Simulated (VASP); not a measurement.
# Al12H in VASP: relaxation of the atoms with PBE

Aim: the relaxation of the atoms of Al12H with PBE.

All numbers are computed with VASP 6.6.1; they aren't measurements. Logs are shortened: lines on timing, memory, paths and dates and some standing lists are left out, and cuts for length are marked.

### Step 1. The cell of the first run

The cell holds a slab with vacuum, 13 atoms: a = 5.714 Å, b = 5.714 Å, c = 20.102 Å, α = 90.00°, β = 90.00°, γ = 120.00°.

### Step 2. Relaxation of the atoms, PBE

Input file INCAR:

```
SYSTEM = Al12H
PREC     = Accurate       ! precision mode
ENCUT    = 520            ! plane-wave cutoff, eV
EDIFF    = 1E-6           ! SCF threshold, eV
ISMEAR   = 0              ! smearing method
SIGMA    = 0.1            ! smearing width, eV
LREAL    = .FALSE.        ! projectors in reciprocal space
LASPH    = .TRUE.         ! aspherical terms in the spheres
NELM     = 60             ! most SCF steps
ALGO     = Fast           ! electronic algorithm
ISIF     = 2              ! what is computed and relaxed
LWAVE    = .FALSE.        ! write WAVECAR
LCHARG   = .FALSE.        ! write CHGCAR
LDIPOL   = .TRUE.       
IDIPOL   = 3            
DIPOL    = 0.5 0.5 0.328
GGA      = PE             ! functional
IBRION   = 2              ! ionic algorithm
NSW      = 36             ! ionic steps
EDIFFG   = -0.025         ! ionic threshold
```

Input file KPOINTS:

```
regular mesh
0
G
  6 6 1
  0 0 0
```

Input file POSCAR:

```
Al12H
1.0
    5.7143028096      0.0000000000      0.0000000000
   -2.8571514048      4.9487313980      0.0000000000
    0.0000000000      0.0000000000     20.1016424997
Al H
12 1
Selective dynamics
Direct
    0.3333333333      0.1666666667      0.1989887145  F F F
    0.3333333333      0.6666666667      0.1989887145  F F F
    0.8333333333      0.1666666667      0.1989887145  F F F
    0.8333333333      0.6666666667      0.1989887145  F F F
    0.1666666667      0.3333333333      0.3134533090  F F F
    0.1666666667      0.8333333333      0.3134533090  F F F
    0.6666666667      0.3333333333      0.3134533090  F F F
    0.6666666667      0.8333333333      0.3134533090  F F F
    0.0000000000      0.0000000000      0.4279074459  F F F
    0.0000000000      0.5000000000      0.4279074459  F F F
    0.5000000000      0.0000000000      0.4279074459  F F F
    0.5000000000      0.5000000000      0.4279074459  F F F
    0.0833333333      0.1666666667      0.4999111023  F F T
```

Potentials or basis: VASP PAW PBE potentials, release 64 (Al, H).

Launch:

```console
$ cat potpaw_PBE.64/Al/POTCAR potpaw_PBE.64/H/POTCAR > POTCAR
$ mpirun -np 1 vasp_std > vasp.out
```

OUTCAR:

```text
SYSTEM = Al12H
   PREC = Accurate
   ENCUT = 520
   EDIFF = 1E-6
   ISMEAR = 0
   LREAL = .FALSE.
   LASPH = .TRUE.
   NELM = 60
   ISIF = 2
   GGA = PE
   IBRION = 2
   NSW = 36
   EDIFFG = -0.025

 ion  position               nearest neighbor table
   1  0.333  0.167  0.199-   5 2.83   6 2.83   7 2.83   4 2.86   2 2.86   2 2.86   4 2.86   3 2.86
                             3 2.86
   2  0.333  0.667  0.199-   6 2.83   5 2.83   8 2.83   3 2.86   1 2.86   1 2.86   3 2.86   4 2.86
                             4 2.86
   3  0.833  0.167  0.199-   7 2.83   8 2.83   5 2.83   4 2.86   2 2.86   4 2.86   2 2.86   1 2.86
                             1 2.86
   4  0.833  0.667  0.199-   8 2.83   7 2.83   6 2.83   3 2.86   1 2.86   3 2.86   1 2.86   2 2.86
                             2 2.86
   5  0.167  0.333  0.313-   9 2.83  12 2.83  10 2.83   1 2.83   2 2.83   3 2.83   8 2.86   6 2.86
                             6 2.86   8 2.86   7 2.86   7 2.86
   6  0.167  0.833  0.313-  10 2.83  11 2.83   9 2.83   2 2.83   1 2.83   4 2.83   7 2.86   5 2.86
                             5 2.86   7 2.86   8 2.86   8 2.86
   7  0.667  0.333  0.313-  11 2.83  10 2.83  12 2.83   3 2.83   4 2.83   1 2.83   8 2.86   6 2.86
                             8 2.86   6 2.86   5 2.86   5 2.86
   8  0.667  0.833  0.313-  12 2.83   9 2.83  11 2.83   4 2.83   3 2.83   2 2.83   7 2.86   5 2.86
                             7 2.86   5 2.86   6 2.86   6 2.86
   9  0.000  0.000  0.428-  13 1.67   5 2.83   8 2.83   6 2.83  12 2.86  10 2.86  10 2.86  12 2.86
                            11 2.86  11 2.86
  10  0.000  0.500  0.428-   6 2.83   7 2.83   5 2.83   9 2.86  11 2.86   9 2.86  11 2.86  12 2.86
                            12 2.86
  11  0.500  0.000  0.428-   7 2.83   6 2.83   8 2.83  10 2.86  12 2.86  12 2.86  10 2.86   9 2.86
                             9 2.86
  12  0.500  0.500  0.428-   8 2.83   5 2.83   7 2.83   9 2.86  11 2.86  11 2.86   9 2.86  10 2.86
                            10 2.86
  13  0.083  0.167  0.500-   9 1.67

  LATTYP: Found a hexagonal cell.
 ALAT       =     5.7143028096
 C/A-ratio  =     3.5177769134

  Lattice vectors:

 A1 = (   5.7143028096,   0.0000000000,   0.0000000000)
 A2 = (  -2.8571514048,   4.9487313980,   0.0000000000)
 A3 = (   0.0000000000,   0.0000000000,  20.1016424997)

Analysis of symmetry for initial positions (statically):
=====================================================================
 Subroutine PRICEL returns:
 Original cell was already a primitive cell.

 Routine SETGRP: Setting up the symmetry group for a
 hexagonal supercell.

 Subroutine GETGRP returns: Found  2 space group operations
 (whereof  2 operations were pure point group operations)
 out of a pool of 24 trial point group operations.

The static configuration has the point symmetry C_1h.

[... 157 lines left out ...]
  volume/ion in A,a.u.               =      43.73       295.08
  Fermi-wavevector in a.u.,A,eV,Ry     =   0.658535  1.244452  5.900425  0.433669
  Thomas-Fermi vector in A             =   1.730388
   LORBIT       =      0    0 simple, 1 ext, 2 COOP (PROOUT), +10 PAW based schemes
   GGA     = PE    functional components
   LHFCALC =     F    Hartree Fock is set to
   AEXX    =    0.0000 exact exchange contribution
   IVDW    =     0    specifies the selected vdW correction
   LEPSILON=     F    determine dielectric tensor
   LRPA    =     F    only Hartree local field effects (RPA)
 conjugate gradient relaxation of ions
 non-spin polarized calculation
 RMM-DIIS sequential band-by-band and
 Gauss-broadening in eV      SIGMA  =   0.10
  energy-cutoff  :      520.00
  volume of cell :      568.45
 maximum number of plane-waves:     15351
   NGX = 21   NGY = 21   NGZ = 75

 dipolmoment           0.000000      0.000000     -0.106237 electrons x Angstroem

--------------------------------------- Ionic step        1  -------------------------------------------

 number of electron      36.9999999 magnetization

 Free energy of the ion-electron system (eV)
  ---------------------------------------------------
  ext. energy  EPLUGINS =         0.00000000
  ---------------------------------------------------
  free energy    TOTEN  =       -45.02331259 eV

  energy without entropy =      -45.00569563  energy(sigma->0) =      -45.01450411

------------------------ aborting loop because EDIFF is reached ----------------------------------------

  FORCE on cell =-STRESS in cart. coord.  units (eV):
  Direction    XX          YY          ZZ          XY          YZ          ZX
  --------------------------------------------------------------------------------------
  -------------------------------------------------------------------------------------
  Total       -2.0239486     -2.6160099      0.8417767      0.0000000     -0.3750449      0.0000000
  in kB       -5.7045500     -7.3732895      2.3725688      0.0000000     -1.0570736      0.0000000
  external PRESSURE =      -3.5684236 kB  Pullay stress =       0.0000000 kB
[... 81 lines left out ...]
--------------------------------------- Ionic step        3  -------------------------------------------

 number of electron      37.0000000 magnetization

 dipolmoment           0.000000      0.000000      0.047825 electrons x Angstroem

 Free energy of the ion-electron system (eV)
  ---------------------------------------------------
  ext. energy  EPLUGINS =         0.00000000
  ---------------------------------------------------
  free energy    TOTEN  =       -45.02363360 eV

  energy without entropy =      -45.00610416  energy(sigma->0) =      -45.01486888

 E-fermi :   0.1881     XC(G=0):  -4.4750

 val. band max:        0.0895566496   @ k =   0.5000   0.3333   0.0000
 cond. band min:       0.2229438954   @ k =   0.1667   0.1667   0.0000
 fundamental gap:      0.1333872458
 Fermi energy:         0.1880592011

 k-point     1 :       0.0000    0.0000    0.0000
  band No.  band energies     occupation
      1     -10.4350      2.00000
      2      -8.7828      2.00000
      3      -6.2865      2.00000
      4      -4.7373      2.00000
      5      -4.5520      2.00000
      6      -4.5398      2.00000
[... 353 lines left out ...]
     24       2.2792      0.00000
     25       2.8914      0.00000

------------------------ aborting loop because EDIFF is reached ----------------------------------------

 vacuum level on the upper side and lower side of the slab       (xc-potential included)         0.136        -0.160

  FORCE on cell =-STRESS in cart. coord.  units (eV):
  Direction    XX          YY          ZZ          XY          YZ          ZX
  --------------------------------------------------------------------------------------
  -------------------------------------------------------------------------------------
  Total       -2.0052947     -2.5781624      0.9352135      0.0000000     -0.3307351      0.0000000
  in kB       -5.6519733     -7.2666154      2.6359226      0.0000000     -0.9321852      0.0000000
  external PRESSURE =      -3.4275554 kB  Pullay stress =       0.0000000 kB
[... 28 lines left out ...]
  FREE ENERGIE OF THE ION-ELECTRON SYSTEM (eV)
  ---------------------------------------------------
  free  energy   TOTEN  =       -45.0236336001 eV

  energy  without entropy=      -45.0061041576  energy(sigma->0) =      -45.01486888

 reached required accuracy - stopping structural energy minimisation

 vacuum level on the upper side and lower side of the slab         4.429         4.125
```

OSZICAR:

```text
N       E                     dE             d eps       ncg     rms          rms(c)
DAV:   1     0.141763408104E+03    0.14176E+03   -0.11196E+04   650   0.103E+03
DAV:   2    -0.381317821985E+02   -0.17990E+03   -0.17565E+03   903   0.174E+02
DAV:   3    -0.469937626387E+02   -0.88620E+01   -0.85991E+01   859   0.402E+01
[... 28 lines left out ...]
DAV:   1    -0.450236436968E+02   -0.15208E-03   -0.15446E-02   710   0.615E-01    0.303E-02
RMM:   2    -0.450236372274E+02    0.64695E-05   -0.13237E-04   662   0.585E-02    0.181E-02
RMM:   3    -0.450236383725E+02   -0.11451E-05   -0.55301E-05   664   0.297E-02    0.674E-03
RMM:   4    -0.450236339113E+02    0.44612E-05   -0.15774E-05   599   0.145E-02    0.321E-03
RMM:   5    -0.450236336001E+02    0.31111E-06   -0.23563E-06   445   0.755E-03
   3 F= -.45023634E+02 E0= -.45014869E+02  d E =-.321013E-03
```

CONTCAR:

```text
Al12H
   1.00000000000000
     5.7143028096000004    0.0000000000000000    0.0000000000000000
    -2.8571514048000002    4.9487313979999996    0.0000000000000000
     0.0000000000000000    0.0000000000000000   20.1016424996999987
  Al              H
    12     1
Selective dynamics
Direct
[... 16 lines left out ...]
  0.00000000E+00  0.00000000E+00  0.00000000E+00
  0.00000000E+00  0.00000000E+00  0.00000000E+00
  0.00000000E+00  0.00000000E+00  0.00000000E+00
  0.00000000E+00  0.00000000E+00  0.00000000E+00
  0.00000000E+00  0.00000000E+00  0.00000000E+00
  0.00000000E+00  0.00000000E+00  0.00000000E+00
  0.00000000E+00  0.00000000E+00  0.00000000E+00
  0.00000000E+00  0.00000000E+00  0.00000000E+00
  0.00000000E+00  0.00000000E+00  0.00000000E+00
  0.00000000E+00  0.00000000E+00  0.00000000E+00
  0.00000000E+00  0.00000000E+00  0.00000000E+00
```

Run time: 14 min. Hardware: 1 thread of Oxide Virtual Turin-like, shared host; peak memory 0.65 GiB.

Results:

```yaml
Free_energy: -45.0236 eV
Energy_gained_by_relaxing: 0.0 meV/atom
Ionic_steps: 3
Band_gap_on_the_k_mesh: zero (an odd number of electrons rules out a gap without spin polarisation)
```

Step by step:
| step | energy change (eV) | largest force on free atoms (eV/Å) | pressure (GPa) |
| --- | --- | --- | --- |
| 1 | 0.0000 | 0.0664 | -0.36 |
| 2 | -0.0002 | 0.0447 | -0.35 |
| 3 | -0.0003 | 0.0015 | -0.34 |

Final structure:
```
CELL_PARAMETERS angstrom
5.71430 0.00000 0.00000
-2.85715 4.94873 0.00000
0.00000 0.00000 20.10164
ATOMIC_POSITIONS crystal
Al 0.33333 0.16667 0.19899
Al 0.33333 0.66667 0.19899
Al 0.83333 0.16667 0.19899
Al 0.83333 0.66667 0.19899
Al 0.16667 0.33333 0.31345
Al 0.16667 0.83333 0.31345
Al 0.66667 0.33333 0.31345
Al 0.66667 0.83333 0.31345
Al 0.00000 0.00000 0.42791
Al 0.00000 0.50000 0.42791
Al 0.50000 0.00000 0.42791
Al 0.50000 0.50000 0.42791
H 0.08333 0.16667 0.49942
```
